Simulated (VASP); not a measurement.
Write the native input for VASP 6.6.1 that does the following.

- Task: single point
- Functional: r2SCAN
- Potentials or basis: VASP PAW PBE potentials, release 64 (Li_sv, F)
- Cutoff: 520 eV
- k mesh: 9 × 9 × 6
- Occupations: gaussian, width 0.01 eV
- Spin: no spin polarisation
- Dipole correction: no
- Further INCAR settings: ALGO = Normal; EDIFF = 1e-06; NBANDS = 18

LiF:

```
Li F
1.0
     3.21312    0.00000    0.00000
    -1.60656    2.78264    0.00000
     0.00000    0.00000    3.91795
Li F
2 2
Cartesian
  0.0000 1.8551 0.9795
  1.6066 0.9275 2.9385
  1.6066 0.9275 0.9795
  0.0000 1.8551 2.9385
```

This cell differs from its parent crystal: volume changed by -6%.

One way to write it, as run:

POSCAR

```
LiF
1.0
    3.2131207012      0.0000000000      0.0000000000
   -1.6065603506      2.7826441527      0.0000000000
    0.0000000000      0.0000000000      3.9179485049
Li F
2 2
Direct
    0.3333333333      0.6666666667      0.2500000000
    0.6666666667      0.3333333333      0.7500000000
    0.6666666667      0.3333333333      0.2500000000
    0.3333333333      0.6666666667      0.7500000000
```

INCAR.step1

```
SYSTEM = LiF
  ALGO = Normal
  EDIFF = 1E-4
  ENCUT = 520
  GGA = PE
  ISMEAR = 0
  LASPH = .True.
  LCHARG = .False.
  LREAL = .False.
  LWAVE = .True.
  NBANDS = 18
  NELM = 100
  PREC = Accurate
  SIGMA = 0.01
```

INCAR.step2

```
SYSTEM = LiF
  ALGO = Normal
  EDIFF = 1E-6
  ENCUT = 520
  ISIF = 2
  ISMEAR = 0
  ISTART = 1
  LASPH = .True.
  LCHARG = .False.
  LMIXTAU = .True.
  LREAL = .False.
  LWAVE = .False.
  METAGGA = R2SCAN
  NBANDS = 18
  NELM = 100
  PREC = Accurate
  SIGMA = 0.01
```

KPOINTS

```
k-points
0
Gamma
  9 9 6
  0 0 0
```

Potentials or basis: VASP PAW PBE potentials, release 64 (Li_sv, F).

Run with:

```console
$ cat potpaw_PBE.64/Li_sv/POTCAR potpaw_PBE.64/F/POTCAR > POTCAR
$ cp INCAR.step1 INCAR
$ mpirun -np 1 vasp_std > vasp.out
$ cp INCAR.step2 INCAR
$ mpirun -np 1 vasp_std > vasp.out
```

It gave:

```json
{"Band gap on the k mesh": "8.98 eV, direct"}
```

It took 80 s on 1 thread of Intel Xeon 6975P-C (shared host), peak memory 0.16 GiB.
